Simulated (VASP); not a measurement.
# ScAl3 (P4mm) in VASP: single point with PBE

Aim: the single point of ScAl3 with PBE.

Program: VASP 6.6.1. These are calculated values, not measurements. Logs are shortened: lines on timing, memory, paths and dates and some standing lists are left out, and cuts for length are marked.

## 1. The cell of the first run

It takes space group P4mm (No. 99, tetragonal). Conventional cell: a = 4.105 Å, b = 4.105 Å, c = 12.566 Å, α = 90.00°, β = 90.00°, γ = 90.00°. Within 3.8 Å of Sc (site symmetry 4mm) lie 12 Al at 2.90 to 3.08 Å. Sc (site symmetry 4mm) has 12 Al at 2.90 Å within 3.8 Å. Within 3.8 Å of Sc (site symmetry 4mm) lie 12 Al at 2.90 Å. Within 3.8 Å of Al (site symmetry 2mm) lie 4 Sc at 2.90 to 3.08 Å and 8 Al at 2.90 to 3.08 Å. Al (site symmetry 2mm) has 4 Sc at 2.90 Å and 8 Al at 2.90 Å within 3.8 Å. Within 3.8 Å of Al (site symmetry 2mm) lie 4 Sc at 2.90 Å and 8 Al at 2.90 Å. Al (site symmetry 4mm) has 8 Al at 2.90 to 3.08 Å and 4 Sc at 2.90 Å within 3.8 Å. Within 3.8 Å of Al (site symmetry 4mm) lie 8 Al at 2.90 Å and 4 Sc at 2.90 Å.

## 2. Single point, PBE (the distance across one plane changed)

INCAR

```
SYSTEM = ScAl3
ALGO     = Fast           ! electronic algorithm
EDIFF    = 1E-6           ! SCF threshold, eV
ENCUT    = 520            ! plane-wave cutoff, eV
GGA      = PE             ! functional
ISIF     = 2              ! what is computed and relaxed
ISMEAR   = 0              ! smearing method
LASPH    = .TRUE.         ! aspherical terms in the spheres
LCHARG   = .FALSE.        ! write CHGCAR
LREAL    = .FALSE.        ! projectors in reciprocal space
LWAVE    = .FALSE.        ! write WAVECAR
NBANDS   = 42             ! bands
NELM     = 60             ! most SCF steps
PREC     = Accurate       ! precision mode
SIGMA    = 0.15           ! smearing width, eV
```

KPOINTS

```
k-points
0
G
  11 11 4
  0 0 0
```

POSCAR

```
ScAl3
1.0
    0.0000000000     -4.1053305960      0.0000000000
    0.0000000000      0.0000000000     -4.1053305960
   12.5659917880      0.0000000000      0.0000000000
Sc Al
3 9
Direct
    1.0000000000      1.0000000000      0.8984132779
    1.0000000000      1.0000000000      0.2450099230
    1.0000000000      1.0000000000      0.5717116005
    0.0000000000      0.5000000000      0.0816590843
    0.0000000000      0.5000000000      0.4083607617
    0.0000000000      0.5000000000      0.7350624392
    0.5000000000      0.5000000000      0.8984132779
    0.5000000000      0.5000000000      0.2450099230
    0.5000000000      0.5000000000      0.5717116005
    0.5000000000      0.0000000000      0.0816590843
    0.5000000000      0.0000000000      0.4083607617
    0.5000000000      0.0000000000      0.7350624392
```

Potentials or basis: VASP PAW PBE potentials, release 64 (Sc_sv, Al).

Command:

```console
cat potpaw_PBE.64/Sc_sv/POTCAR potpaw_PBE.64/Al/POTCAR > POTCAR
mpirun -np 1 vasp_std > vasp.out
```

OUTCAR:

```text
SYSTEM = ScAl3
   EDIFF = 1E-6
   ENCUT = 520
   GGA = PE
   ISIF = 2
   ISMEAR = 0
   LASPH = .TRUE.
   LREAL = .FALSE.
   NELM = 60
   PREC = Accurate

 ion  position               nearest neighbor table
   1  0.000  0.000  0.898-   6 2.90  12 2.90   6 2.90  12 2.90   7 2.90   7 2.90   7 2.90   7 2.90
                             4 3.08  10 3.08  10 3.08   4 3.08
   2  0.000  0.000  0.245-   4 2.90  10 2.90   4 2.90  10 2.90   5 2.90   5 2.90  11 2.90  11 2.90
                             8 2.90   8 2.90   8 2.90   8 2.90
   3  0.000  0.000  0.572-   6 2.90  12 2.90   6 2.90  12 2.90   9 2.90   9 2.90   9 2.90   9 2.90
                             5 2.90  11 2.90  11 2.90   5 2.90
   4  0.000  0.500  0.082-   2 2.90   8 2.90   2 2.90   8 2.90  10 2.90  10 2.90  10 2.90  10 2.90
                             7 3.08   1 3.08   1 3.08   7 3.08
   5  0.000  0.500  0.408-   2 2.90   8 2.90   2 2.90   8 2.90  11 2.90  11 2.90  11 2.90  11 2.90
                             9 2.90   9 2.90   3 2.90   3 2.90
   6  0.000  0.500  0.735-   1 2.90   3 2.90   7 2.90   9 2.90   1 2.90   3 2.90   7 2.90   9 2.90
                            12 2.90  12 2.90  12 2.90  12 2.90
   7  0.500  0.500  0.898-   6 2.90  12 2.90  12 2.90   6 2.90   1 2.90   1 2.90   1 2.90   1 2.90
                            10 3.08   4 3.08  10 3.08   4 3.08
   8  0.500  0.500  0.245-   4 2.90  10 2.90  10 2.90   4 2.90   5 2.90  11 2.90  11 2.90   5 2.90
                             2 2.90   2 2.90   2 2.90   2 2.90
   9  0.500  0.500  0.572-   6 2.90  12 2.90  12 2.90   6 2.90   3 2.90   3 2.90   3 2.90   3 2.90
                            11 2.90   5 2.90  11 2.90   5 2.90
  10  0.500  0.000  0.082-   2 2.90   8 2.90   8 2.90   2 2.90   4 2.90   4 2.90   4 2.90   4 2.90
                             1 3.08   7 3.08   7 3.08   1 3.08
  11  0.500  0.000  0.408-   2 2.90   8 2.90   8 2.90   2 2.90   5 2.90   5 2.90   5 2.90   5 2.90
                             3 2.90   3 2.90   9 2.90   9 2.90
  12  0.500  0.000  0.735-   1 2.90   3 2.90   7 2.90   9 2.90   7 2.90   9 2.90   1 2.90   3 2.90
                             6 2.90   6 2.90   6 2.90   6 2.90

  LATTYP: Found a simple tetragonal cell.
 ALAT       =     4.1053305960
 C/A-ratio  =     3.0608964355

  Lattice vectors:

 A1 = (   0.0000000000,  -4.1053305960,   0.0000000000)
 A2 = (   0.0000000000,   0.0000000000,  -4.1053305960)
 A3 = (  12.5659917880,   0.0000000000,   0.0000000000)

Analysis of symmetry for initial positions (statically):
=====================================================================
 Subroutine PRICEL returns:
 Original cell was already a primitive cell.

 Routine SETGRP: Setting up the symmetry group for a
 simple tetragonal supercell.

 Subroutine GETGRP returns: Found  8 space group operations
 (whereof  8 operations were pure point group operations)
 out of a pool of 16 trial point group operations.

The static configuration has the point symmetry C_4v.

Analysis of symmetry for dynamics (positions and initial velocities):
=====================================================================
 Subroutine PRICEL returns:
 Original cell was already a primitive cell.

 Routine SETGRP: Setting up the symmetry group for a
 simple tetragonal supercell.

 Subroutine GETGRP returns: Found  8 space group operations
 (whereof  8 operations were pure point group operations)
 out of a pool of 16 trial point group operations.

The dynamic configuration has the point symmetry C_4v.

 Subroutine INISYM returns: Found  8 space group operations
 (whereof  8 operations are pure point group operations),
 and found     1 'primitive' translations

----------------------------------------------------------------------------------------

                                     Primitive cell

  volume of cell :     211.7839

  direct lattice vectors                    reciprocal lattice vectors
     0.000000000 -4.105330596  0.000000000     0.000000000 -0.243585742  0.000000000
     0.000000000  0.000000000 -4.105330596     0.000000000  0.000000000 -0.243585742
    12.565991788  0.000000000  0.000000000     0.079579871  0.000000000  0.000000000

  length of vectors
[... 32 lines left out ...]

 KPOINTS: k-points

Automatic generation of k-mesh.
 Grid dimensions read from file:
 generate k-points for:   11   11    4

 Generating k-lattice:

  Cartesian coordinates                     Fractional coordinates (reciprocal lattice)
     0.000000000 -0.022144158  0.000000000     0.090909091  0.000000000  0.000000000
     0.000000000  0.000000000 -0.022144158     0.000000000  0.090909091  0.000000000
     0.019894968  0.000000000  0.000000000     0.000000000  0.000000000  0.250000000

  Length of vectors
     0.022144158  0.022144158  0.019894968

  Shift w.r.t. Gamma in fractional coordinates (k-lattice)
     0.000000000  0.000000000  0.000000000

 Subroutine IBZKPT returns following result:
 ===========================================

 Found     63 irreducible k-points:

 Following reciprocal coordinates:
            Coordinates               Weight
  0.000000  0.000000  0.000000      1.000000
  0.090909  0.000000  0.000000      4.000000
  0.181818  0.000000  0.000000      4.000000
  0.272727  0.000000  0.000000      4.000000
  0.363636  0.000000  0.000000      4.000000
  0.454545  0.000000  0.000000      4.000000
[... 16 lines left out ...]
  0.090909  0.000000  0.250000      8.000000
  0.181818  0.000000  0.250000      8.000000
 [... further k-points ...]
   k-points           NKPTS =     63   k-points in BZ     NKDIM =     63   number of bands    NBANDS=     42
   number of dos      NEDOS =    301   number of ions     NIONS =     12
   total plane-waves  NPLWV =  98304
   dimension x,y,z NGX =    32 NGY =   32 NGZ =   96
   dimension x,y,z NGXF=    64 NGYF=   64 NGZF=  192
   ions per type =               3   9
   NGX,Y,Z   is equivalent  to a cutoff of  12.96, 12.96, 12.70 a.u.
   NGXF,Y,Z  is equivalent  to a cutoff of  25.92, 25.92, 25.40 a.u.
 SYSTEM =  ScAl3
   PREC   = accura    normal or accurate (medium, high low for compatibility)
   ISTART =      0    job   : 0-new  1-cont  2-samecut
   ICHARG =      2    charge: 1-file 2-atom 10-const
   ISPIN  =      1    spin polarized calculation?
   LNONCOLLINEAR =      F non collinear calculations
   LSORBIT =      F    spin-orbit coupling
   LASPH  =      T    aspherical Exc in radial PAW
   ENCUT  =  520.0 eV  38.22 Ry    6.18 a.u.   7.63  7.63 23.36*2*pi/ulx,y,z
   NELM   =     60;   NELMIN=  2; NELMDL= -5     # of ELM steps
   EDIFF  = 0.1E-05   stopping-criterion for ELM
   LREAL  =      F    real-space projection
   EDIFFG = 0.1E-04   stopping-criterion for IOM
   NSW    =      0    number of steps for IOM
   IBRION =     -1    ionic relax: 0-MD 1-quasi-New 2-CG
   NFREE  =      0    steps in history (QN), initial steepest desc. (CG)
   ISIF   =      2    stress and relaxation
   ISYM   =      2    0-nonsym 1-usesym 2-fastsym
   POTIM  = 0.5000    time-step for ionic-motion
   TEBEG  =    0.0;   TEEND  =   0.0 temperature during run
   PSTRESS=    0.0 pullay stress
   NELECT =      60.0000    total number of electrons
   NUPDOWN=      -1.0000    fix difference up-down
   EMIN   =  10.00;   EMAX   =-10.00  energy-range for DOS
   EFERMI =   0.00;   METHOD = LEGACY
   ISMEAR =     0;   SIGMA  =   0.15  broadening in eV -4-tet -1-fermi 0-gaus
   EFERMI_NEDOS =   21; number of points for ismear=-14 and -15
   IALGO  =     68    algorithm
   IMIX   =      4    mixing-type and parameters
     AMIX     =   0.40;   BMIX     =  1.00
     AMIX_MAG =   1.60;   BMIX_MAG =  1.00
  volume/ion in A,a.u.               =      17.65       119.10
  Fermi-wavevector in a.u.,A,eV,Ry     =   1.075212  2.031857 15.729444  1.156082
  Thomas-Fermi vector in A             =   2.211062
   LORBIT       =      0    0 simple, 1 ext, 2 COOP (PROOUT), +10 PAW based schemes
   GGA     = PE    functional components
   LHFCALC =     F    Hartree Fock is set to
   AEXX    =    0.0000 exact exchange contribution
   IVDW    =     0    specifies the selected vdW correction
   LEPSILON=     F    determine dielectric tensor
   LRPA    =     F    only Hartree local field effects (RPA)
 non-spin polarized calculation
 RMM-DIIS sequential band-by-band and
 Gauss-broadening in eV      SIGMA  =   0.15
  energy-cutoff  :      520.00
  volume of cell :      211.78
 maximum number of plane-waves:      5735
 NGX is ok and might be reduce to    32
   NGX = 15   NGY = 15   NGZ = 47

 number of electron      59.9999994 magnetization

 Free energy of the ion-electron system (eV)
  ---------------------------------------------------
  ext. energy  EPLUGINS =         0.00000000
  ---------------------------------------------------
  free energy    TOTEN  =       -57.73067302 eV

  energy without entropy =      -57.68217752  energy(sigma->0) =      -57.70642527

 E-fermi :   6.9785     XC(G=0): -10.2872

 val. band max:        6.9758329748   @ k =   0.2727   0.0000   0.0000
 cond. band min:       6.9804386605   @ k =   0.0909   0.0000   0.2500
 fundamental gap:      0.0046056857
 Fermi energy:         6.9784521014

 k-point     1 :       0.0000    0.0000    0.0000
  band No.  band energies     occupation
      1     -42.2043      2.00000
      2     -42.0719      2.00000
      3     -42.0458      2.00000
      4     -20.9204      2.00000
      5     -20.8700      2.00000
      6     -20.8700      2.00000
[... 1069 lines left out ...]
     41       9.4648      0.00000
     42       9.7376      0.00000

 [... further k-points ...]
[... 5 lines left out ...]
  --------------------------------------------------------------------------------------
  -------------------------------------------------------------------------------------
  Total       -3.9595898     -0.5264855     -0.5264855      0.0000000      0.0000000     -0.0000000
  in kB      -29.9548902     -3.9829420     -3.9829420      0.0000000      0.0000000     -0.0000000
  external PRESSURE =     -12.6402581 kB  Pullay stress =       0.0000000 kB

 VOLUME and BASIS-vectors are now :
 -----------------------------------------------------------------------------
  energy-cutoff  :      520.00
  volume of cell :      211.78
      direct lattice vectors                 reciprocal lattice vectors
     0.000000000 -4.105330596  0.000000000     0.000000000 -0.243585742  0.000000000
     0.000000000  0.000000000 -4.105330596     0.000000000  0.000000000 -0.243585742
    12.565991788  0.000000000  0.000000000     0.079579871  0.000000000  0.000000000

 POSITION                                       TOTAL-FORCE (eV/Angst)
 -----------------------------------------------------------------------------------
     11.28945      0.00000      0.00000         0.836328      0.000000     -0.000000
      3.07879      0.00000      0.00000        -0.032665      0.000000      0.000000
      7.18412      0.00000      0.00000        -0.012635      0.000000      0.000000
      1.02613      0.00000     -2.05267        -0.592892      0.000000     -0.000000
      5.13146      0.00000     -2.05267        -0.000101      0.000000      0.000000
      9.23679      0.00000     -2.05267         0.052045      0.000000     -0.000000
     11.28945     -2.05267     -2.05267         0.388035      0.000000      0.000000
      3.07879     -2.05267     -2.05267        -0.106048      0.000000     -0.000000
      7.18412     -2.05267     -2.05267         0.008880      0.000000     -0.000000
      1.02613     -2.05267      0.00000        -0.592892      0.000000     -0.000000
      5.13146     -2.05267      0.00000        -0.000101      0.000000     -0.000000
      9.23679     -2.05267      0.00000         0.052045      0.000000     -0.000000
 -----------------------------------------------------------------------------------
    total drift:                                0.000295     -0.000000     -0.000000

  FREE ENERGIE OF THE ION-ELECTRON SYSTEM (eV)
  ---------------------------------------------------
  free  energy   TOTEN  =       -57.7306730226 eV

  energy  without entropy=      -57.6821775219  energy(sigma->0) =      -57.70642527
```

Wall time 8.1 min (1 thread of AMD EPYC 9R45 (Zen 5), shared host); peak memory 0.54 GiB.

Results:

| Property | Result |
| --- | --- |
| Free energy | -57.7307 eV |
| Pressure | -1.3 GPa |
| Largest force | 0.836 eV/Å |
| Band gap on the k mesh | zero (bands 30 and 31 overlap by 2.12 eV) |

Forces on the atoms (eV/Å):
```
Sc   0.836  0.000  0.000
Sc  -0.033  0.000  0.000
Sc  -0.013  0.000  0.000
Al  -0.593  0.000  0.000
Al   0.000  0.000  0.000
Al   0.052  0.000  0.000
Al   0.388  0.000  0.000
Al  -0.106  0.000  0.000
Al   0.009  0.000  0.000
Al  -0.593  0.000  0.000
Al   0.000  0.000  0.000
Al   0.052  0.000  0.000
```

Levels at points of the mesh, in eV from the Fermi level:
| k point | band 26 | band 27 | band 28 | band 29 | band 30 | band 31 | band 32 | band 33 |
| --- | --- | --- | --- | --- | --- | --- | --- | --- |
| (0.00, 0.00, 0.00) | -1.65 | -1.50 | -1.50 | 0.15 | 0.35 | 1.00 | 1.00 | 1.09 |
| (0.00, 0.00, 0.50) | -1.50 | -1.35 | -1.01 | -0.79 | 0.78 | 1.02 | 1.02 | 1.16 |

Caveat: the cell differs from its parent crystal (the distance across one plane changed).
